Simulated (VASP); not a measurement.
# HgTe (I-4m2) in VASP: notebook, part 2 of 2

VASP 6.6.1. The steps go on from the part before.

## Step 3: Vibrations by perturbation theory, PBEsol

File INCAR:

```
ALGO = Normal
EDIFF = 1E-8
ENCUT = 520
GGA = PS
IBRION = 8
ISIF = 2
ISMEAR = -1
LASPH = T
LCHARG = F
LREAL = F
LWAVE = F
NELM = 60
NSW = 1
PREC = Accurate
SIGMA = 0.05
```

File KPOINTS:

```
k-points
0
Gamma
  8 8 8
```

File POSCAR:

```
HgTe
1.0
   -3.0456030000      3.0456030000      1.5594100000
    3.0456030000     -3.0456030000      1.5594100000
    3.0456030000      3.0456030000     -1.5594100000
Hg Te
1 1
Direct
    0.7500000000      0.2500000000      0.5000000000
    0.0000000000      0.0000000000      0.0000000000
```

Potentials or basis: VASP PAW PBE potentials, release 64 (Hg, Te).

Launch:

```bash
> cat potpaw_PBE.64/Hg/POTCAR potpaw_PBE.64/Te/POTCAR > POTCAR
> mpirun -np 1 vasp_std > vasp.out
```

OUTCAR:

```text
EDIFF = 1E-8
   ENCUT = 520
   GGA = PS
   IBRION = 8
   ISIF = 2
   ISMEAR = -1
   LASPH = T
   LREAL = F
   NELM = 60
   NSW = 1
   PREC = Accurate

 ion  position               nearest neighbor table
   1  0.750  0.250  0.500-   2 3.14   2 3.14   2 3.14   2 3.14
   2  0.000  0.000  0.000-   1 3.14   1 3.14   1 3.14   1 3.14

  LATTYP: Found a body centered tetragonal cell.
 ALAT       =     6.0912060000
 C/A-ratio  =     0.5120201156

  Lattice vectors:

 A1 = (  -3.0456030000,   3.0456030000,   1.5594100000)
 A2 = (   3.0456030000,  -3.0456030000,   1.5594100000)
 A3 = (   3.0456030000,   3.0456030000,  -1.5594100000)

Analysis of symmetry for initial positions (statically):
=====================================================================
 Subroutine PRICEL returns:
 Original cell was already a primitive cell.

 Routine SETGRP: Setting up the symmetry group for a
 body centered tetragonal supercell.

 Subroutine GETGRP returns: Found  8 space group operations
 (whereof  8 operations were pure point group operations)
 out of a pool of 16 trial point group operations.

The static configuration has the point symmetry D_2d.

Analysis of symmetry for dynamics (positions and initial velocities):
=====================================================================
 Subroutine PRICEL returns:
 Original cell was already a primitive cell.

 Routine SETGRP: Setting up the symmetry group for a
 body centered tetragonal supercell.

 Subroutine GETGRP returns: Found  8 space group operations
 (whereof  8 operations were pure point group operations)
 out of a pool of 16 trial point group operations.

The dynamic configuration has the point symmetry D_2d.

 Subroutine INISYM returns: Found  8 space group operations
 (whereof  8 operations are pure point group operations),
 and found     1 'primitive' translations

----------------------------------------------------------------------------------------

                                     Primitive cell

  volume of cell :      57.8585

  direct lattice vectors                    reciprocal lattice vectors
    -3.045603000  3.045603000  1.559410000     0.000000000  0.164171102  0.320634086
     3.045603000 -3.045603000  1.559410000     0.164171102  0.000000000  0.320634086
     3.045603000  3.045603000 -1.559410000     0.164171102  0.164171102  0.000000000

  length of vectors
     4.580737366  4.580737366  4.580737366     0.360219888  0.360219888  0.232172999

  position of ions in fractional coordinates (direct lattice)
     0.750000000  0.250000000  0.500000000
     0.000000000  0.000000000  0.000000000

  ion indices of the primitive-cell ions
   primitive index   ion index
                 1           1
[... 131 lines left out ...]
  band No.  band energies     occupation
      1      -8.2207      2.00000
      2      -3.0966      2.00000
      3      -2.3960      2.00000
      4      -2.3171      2.00000
      5      -1.8790      2.00000
      6      -1.8790      2.00000
      7       0.7882      2.00000
      8       1.8205      2.00000
      9       1.8205      2.00000
     10       7.6997      0.00000
     11       8.8257      0.00000
     12      11.1433      0.00000
     13      11.1433      0.00000
[... 354 lines left out ...]
  band No.  band energies     occupation
      1      -5.7291      2.00000
      2      -2.7183      2.00000
      3      -2.4897      2.00000
      4      -2.2715      2.00000
      5      -2.1283      2.00000
      6      -1.8849      2.00000
      7      -0.3271      2.00000
      8       1.7650      2.00000
      9       2.7692      2.00000
     10       5.4850      0.00000
     11       7.0537      0.00000
     12       9.0679      0.00000
     13      10.1519      0.00000

 [... further k-points ...]
[... 5 lines left out ...]
  --------------------------------------------------------------------------------------
  -------------------------------------------------------------------------------------
  Total       -1.4227025     -1.4227025     -1.0635917      0.0000000     -0.0000000      0.0000000
  in kB      -39.3965121    -39.3965121    -29.4522592      0.0000000     -0.0000000      0.0000000
  external PRESSURE =     -36.0817612 kB  Pullay stress =       0.0000000 kB

 VOLUME and BASIS-vectors are now :
 -----------------------------------------------------------------------------
  energy-cutoff  :      520.00
  volume of cell :       57.86
      direct lattice vectors                 reciprocal lattice vectors
    -3.045603000  3.045603000  1.559410000     0.000000000  0.164171102  0.320634086
     3.045603000 -3.045603000  1.559410000     0.164171102  0.000000000  0.320634086
     3.045603000  3.045603000 -1.559410000     0.164171102  0.164171102  0.000000000

 POSITION                                       TOTAL-FORCE (eV/Angst)
 -----------------------------------------------------------------------------------
      0.00000      3.04560      0.77970        -0.000000      0.000000     -0.000000
      0.00000      0.00000      0.00000         0.000000     -0.000000      0.000000
 -----------------------------------------------------------------------------------
    total drift:                               -0.000000      0.000000     -0.000000

  FREE ENERGIE OF THE ION-ELECTRON SYSTEM (eV)
  ---------------------------------------------------
  free  energy   TOTEN  =        -4.1282394327 eV

  energy  without entropy=       -4.1233438738  energy(sigma->0) =       -4.12579165

[... ionic steps 2 to 3 ...]

--------------------------------------- Ionic step        4  -------------------------------------------

------------------------ aborting loop because EDIFF is reached ----------------------------------------
[... 11 lines left out ...]
[... ionic steps 8 to 8 ...]

--------------------------------------- Ionic step        9  -------------------------------------------

 Free energy of the ion-electron system (eV)
  ---------------------------------------------------
  ---------------------------------------------------
  free energy    TOTEN  =        -0.03104624 eV

  energy without entropy =       -0.03104624

------------------------ aborting loop because EDIFF is reached ----------------------------------------

 INTERNAL STRAIN TENSOR  FOR ION    2  DIRECTION 3   (eV/Angst):
 -----------------------------------------------------------------------------
     1.01293  0.00000  0.00000
     0.00000 -1.01416  0.00000
     0.00000  0.00000 -0.00189

 INTERNAL STRAIN TENSOR FOR ION    2 for displacements in x,y,z  (eV/Angst):
          X           Y           Z          XY          YZ          ZX
  --------------------------------------------------------------------------------
  x     0.00000     0.00000     0.00000     0.00000     0.00000     0.14407
  y     0.00000     0.00000     0.00000     0.00000     0.01342     0.00000
  z     1.01354    -1.01354     0.00000     0.00000     0.00000     0.00000

 SECOND DERIVATIVES (NOT SYMMETRIZED)
 ------------------------------------
               1X          1Y          1Z          2X          2Y          2Z
  1X    -1.349868    0.000000    0.000000    1.349868    0.000000    0.000000
  1Y     0.000000   -1.349868    0.000000    0.000000    1.349868    0.000000
  1Z     0.000000    0.000000   -0.159592    0.000000    0.000000    0.159592
  2X     1.349196    0.000000    0.000000   -1.349196    0.000000    0.000000
  2Y     0.000000    1.349196    0.000000    0.000000   -1.349196    0.000000
  2Z     0.000000    0.000000    0.162495    0.000000    0.000000   -0.162495

 Eigenvectors and eigenvalues of the dynamical matrix
 ----------------------------------------------------

   1 f  =    2.056425 THz    12.920901 2PiTHz   68.594964 cm-1     8.504688 meV
             X         Y         Z           dx          dy          dz
      0.000000  3.045603  0.779705     0.623633   -0.000000    0.000000
      0.000000  0.000000  0.000000    -0.781718   -0.000000    0.000000
[... 21 lines left out ...]
   6 f/i=    0.003119 THz     0.019595 2PiTHz    0.104027 cm-1     0.012898 meV
             X         Y         Z           dx          dy          dz
      0.000000  3.045603  0.779705     0.000000   -0.000000   -0.784520
      0.000000  0.000000  0.000000     0.000000   -0.000000   -0.620103

--------------------------------------------------------------------------------------------------------

 ELASTIC MODULI CONTR FROM IONIC RELAXATION (kBar)
 Direction    XX          YY          ZZ          XY          YZ          ZX
 --------------------------------------------------------------------------------
 XX        -167.1829    167.1829      0.0000      0.0000     -0.0000      0.0000
 YY         167.1829   -167.1829      0.0000      0.0000      0.0000      0.0000
 ZZ           0.0000      0.0000      0.0000      0.0000      0.0000      0.0000
 XY           0.0000      0.0000      0.0000      0.0000      0.0000      0.0000
 YZ          -0.0000      0.0000      0.0000      0.0000     -0.0653      0.0000
 ZX           0.0000      0.0000      0.0000      0.0000      0.0000     -0.0158
 --------------------------------------------------------------------------------
```

OSZICAR:

```text
N       E                     dE             d eps       ncg     rms          rms(c)
DAV:   1     0.997031014187E+02    0.99703E+02   -0.79280E+03  1534   0.120E+03
DAV:   2    -0.602058127161E+00   -0.10031E+03   -0.94297E+02  1679   0.266E+02
[... 67 lines left out ...]
RMM:   6    -0.310459983908E-01    0.48729E-05   -0.33456E-08  3894   0.111E-03    0.282E-04
RMM:   7    -0.310460304609E-01   -0.32070E-07    0.24253E-09  3983   0.168E-04    0.155E-04
RMM:   8    -0.310462054676E-01   -0.17501E-06    0.15937E-08  3979   0.553E-05    0.177E-05
RMM:   9    -0.310462204852E-01   -0.15018E-07    0.10031E-08  3836   0.822E-06    0.977E-06
RMM:  10    -0.310462349603E-01   -0.14475E-07   -0.31405E-09  3241   0.313E-06    0.245E-06
RMM:  11    -0.310462391808E-01   -0.42205E-08   -0.26162E-09  1680   0.107E-06    0.227E-07
 Linear response finished
```

stdout:

```text
POSCAR found type information on POSCAR HgTe
 POSCAR found :  2 types and       2 ions
 scaLAPACK will be used
 -----------------------------------------------------------------------------
|                                                                             |
|                                                                             |
|     You enforced a specific xc type in the INCAR file but a different       |
|     I HOPE YOU KNOW WHAT YOU ARE DOING!                                     |
|                                                                             |
 -----------------------------------------------------------------------------

 LDA part: xc-table for (Slater+PW92), standard interpolation
 POSCAR, INCAR and KPOINTS ok, starting setup
 FFT: planning ... GRIDC
 FFT: planning ... GRID_SOFT
 FFT: planning ... GRID
 WAVECAR not read
 entering main loop
 Linear response reoptimize wavefunctions to high precision
 Linear response DOF=           4
 Linear response progress:
 first order change of Fermi-energy  -0.16287E-04
 force on displaced ion       1 direction 1 :  -1.350  -0.000   0.000
 Linear response progress:
 first order change of Fermi-energy   0.69836E-06
 force on displaced ion       1 direction 3 :   0.000   0.000  -0.160
 Linear response progress:
 first order change of Fermi-energy   0.46617E-04
 force on displaced ion       2 direction 1 :  -1.349  -0.000   0.000
 Linear response progress:
 first order change of Fermi-energy  -0.19626E-03
 force on displaced ion       2 direction 3 :   0.000   0.000  -0.162
 Linear response finished
```

Run time: 14 min. Hardware: 1 thread of AMD EPYC 7R13, shared host; peak memory 0.44 GiB.

What came out:

```
Highest phonon frequency at Γ, LO-TO splitting left out : 69 cm⁻¹
```

Phonon frequencies in cm⁻¹ (negative: imaginary):
```csv
q point,frequencies
"(0.000, 0.000, 0.000)",0 0 0 24 69 69
```

Caveat: the cell wasn't relaxed at this level first, which shifts response properties; the PAW data sets were made with another functional, which shifts forces and pressure a little; spin-orbit coupling is left out, which moves the levels of the heavy elements.

## Step 4: Vibrations by perturbation theory, PBE

File INCAR:

```
SYSTEM = HgTe
PREC     = Accurate       ! precision mode
ENCUT    = 520            ! plane-wave cutoff, eV
EDIFF    = 1E-8           ! SCF threshold, eV
ISMEAR   = -1             ! smearing method
SIGMA    = 0.05           ! smearing width, eV
LREAL    = .FALSE.        ! projectors in reciprocal space
LASPH    = .TRUE.         ! aspherical terms in the spheres
NELM     = 60             ! most SCF steps
ALGO     = Normal         ! electronic algorithm
ISIF     = 2              ! what is computed and relaxed
LWAVE    = .FALSE.        ! write WAVECAR
LCHARG   = .FALSE.        ! write CHGCAR
GGA      = PE             ! functional
NBANDS   = 16             ! bands
IBRION   = 8              ! ionic algorithm
NSW      = 1              ! ionic steps
```

File KPOINTS:

```
regular mesh
0
G
  8 8 8
  0 0 0
```

POSCAR is that of step 3.

Potentials or basis: VASP PAW PBE potentials, release 64 (Hg, Te).

Launch:

```bash
> cat potpaw_PBE.64/Hg/POTCAR potpaw_PBE.64/Te/POTCAR > POTCAR
> mpirun -np 1 vasp_std > vasp.out
```

OUTCAR:

```text
SYSTEM = HgTe
   PREC = Accurate
   ENCUT = 520
   EDIFF = 1E-8
   ISMEAR = -1
   LREAL = .FALSE.
   LASPH = .TRUE.
   NELM = 60
   ISIF = 2
   GGA = PE
   IBRION = 8
   NSW = 1

 ion  position               nearest neighbor table
   1  0.750  0.250  0.500-   2 3.14   2 3.14   2 3.14   2 3.14
   2  0.000  0.000  0.000-   1 3.14   1 3.14   1 3.14   1 3.14

  LATTYP: Found a body centered tetragonal cell.
 ALAT       =     6.0912060000
 C/A-ratio  =     0.5120201156

  Lattice vectors:

 A1 = (  -3.0456030000,   3.0456030000,   1.5594100000)
 A2 = (   3.0456030000,  -3.0456030000,   1.5594100000)
 A3 = (   3.0456030000,   3.0456030000,  -1.5594100000)

Analysis of symmetry for initial positions (statically):
=====================================================================
 Subroutine PRICEL returns:
 Original cell was already a primitive cell.

 Routine SETGRP: Setting up the symmetry group for a
 body centered tetragonal supercell.
[... 694 lines left out ...]

 INTERNAL STRAIN TENSOR  FOR ION    2  DIRECTION 3   (eV/Angst):
 -----------------------------------------------------------------------------
     0.91870  0.00000  0.00000
     0.00000 -0.92042  0.00000
     0.00000  0.00000 -0.00184

 INTERNAL STRAIN TENSOR FOR ION    2 for displacements in x,y,z  (eV/Angst):
          X           Y           Z          XY          YZ          ZX
  --------------------------------------------------------------------------------
  x     0.00000     0.00000     0.00000     0.00000     0.00000     0.00919
  y     0.00000     0.00000     0.00000     0.00000     0.15518     0.00000
  z     0.91956    -0.91956     0.00000     0.00000     0.00000     0.00000

 SECOND DERIVATIVES (NOT SYMMETRIZED)
 ------------------------------------
               1X          1Y          1Z          2X          2Y          2Z
  1X    -1.657747    0.000000    0.000000    1.657747    0.000000    0.000000
  1Y     0.000000   -1.657747    0.000000    0.000000    1.657747    0.000000
  1Z     0.000000    0.000000   -0.157835    0.000000    0.000000    0.157835
  2X     1.657227    0.000000    0.000000   -1.657227    0.000000    0.000000
  2Y     0.000000    1.657227    0.000000    0.000000   -1.657227    0.000000
  2Z     0.000000    0.000000    0.160743    0.000000    0.000000   -0.160743

 Eigenvectors and eigenvalues of the dynamical matrix
 ----------------------------------------------------

   1 f  =    2.279035 THz    14.319598 2PiTHz   76.020419 cm-1     9.425327 meV
             X         Y         Z           dx          dy          dz
      0.000000  3.045603  0.779705     0.000000   -0.623597   -0.000000
      0.000000  0.000000  0.000000     0.000000    0.781746    0.000000
[... 21 lines left out ...]
   6 f/i=    0.003141 THz     0.019735 2PiTHz    0.104771 cm-1     0.012990 meV
             X         Y         Z           dx          dy          dz
      0.000000  3.045603  0.779705     0.000000   -0.000000   -0.784555
      0.000000  0.000000  0.000000     0.000000   -0.000000   -0.620059

--------------------------------------------------------------------------------------------------------

 ELASTIC MODULI CONTR FROM IONIC RELAXATION (kBar)
 Direction    XX          YY          ZZ          XY          YZ          ZX
 --------------------------------------------------------------------------------
 XX        -138.1227    138.1227      0.0000      0.0000      0.0000     -0.0000
 YY         138.1227   -138.1227      0.0000      0.0000     -0.0000      0.0000
 ZZ           0.0000      0.0000      0.0000      0.0000      0.0000      0.0000
 XY           0.0000      0.0000      0.0000      0.0000      0.0000      0.0000
 YZ           0.0000     -0.0000      0.0000      0.0000     -0.1201      0.0000
 ZX          -0.0000      0.0000      0.0000      0.0000      0.0000     -0.1970
 --------------------------------------------------------------------------------
```

OSZICAR:

```text
N       E                     dE             d eps       ncg     rms          rms(c)
DAV:   1     0.100196107980E+03    0.10020E+03   -0.78427E+03  1888   0.971E+02
DAV:   2    -0.478891547711E+00   -0.10067E+03   -0.93248E+02  2232   0.231E+02
DAV:   3    -0.344646625075E+01   -0.29676E+01   -0.29606E+01  2360   0.397E+01
DAV:   4    -0.345970810154E+01   -0.13242E-01   -0.13241E-01  2368   0.287E+00
[... 62 lines left out ...]
RMM:   6    -0.311622995385E-01    0.60609E-05   -0.47714E-08  4997   0.119E-03    0.285E-04
RMM:   7    -0.311628029300E-01   -0.50339E-06   -0.15777E-09  5130   0.189E-04    0.165E-04
RMM:   8    -0.311631195586E-01   -0.31663E-06   -0.52329E-09  5112   0.890E-05    0.219E-05
RMM:   9    -0.311631259310E-01   -0.63725E-08   -0.94813E-09  5198   0.108E-05    0.120E-05
 Linear response finished
```

stdout:

```text
POSCAR found type information on POSCAR HgTe
 POSCAR found :  2 types and       2 ions
 scaLAPACK will be used
 LDA part: xc-table for (Slater+PW92), standard interpolation
 POSCAR, INCAR and KPOINTS ok, starting setup
 FFT: planning ... GRIDC
 FFT: planning ... GRID_SOFT
 FFT: planning ... GRID
 WAVECAR not read
 entering main loop
 Linear response reoptimize wavefunctions to high precision
 Linear response DOF=           4
 Linear response progress:
 first order change of Fermi-energy  -0.16463E-04
 force on displaced ion       1 direction 1 :  -1.658  -0.000   0.000
 Linear response progress:
 first order change of Fermi-energy  -0.81611E-05
 force on displaced ion       1 direction 3 :  -0.000   0.000  -0.158
 Linear response progress:
 first order change of Fermi-energy   0.48418E-04
 force on displaced ion       2 direction 1 :  -1.657   0.000   0.000
 Linear response progress:
 first order change of Fermi-energy  -0.20148E-03
 force on displaced ion       2 direction 3 :   0.000   0.000  -0.161
 Linear response finished
```

Run time: 9.2 min. Hardware: 1 thread of Intel Xeon Platinum 8259CL at 2.50GHz (Skylake/Cascade Lake), shared host; peak memory 0.5 GiB.

What came out:

- Highest phonon frequency at Γ, LO-TO splitting left out: 76 cm⁻¹

Phonon frequencies in cm⁻¹ (negative: imaginary):
| q point | frequencies |
| --- | --- |
| (0.000, 0.000, 0.000) | 0 0 0 24 76 76 |

Caveat: spin-orbit coupling is left out, which moves the levels of the heavy elements.
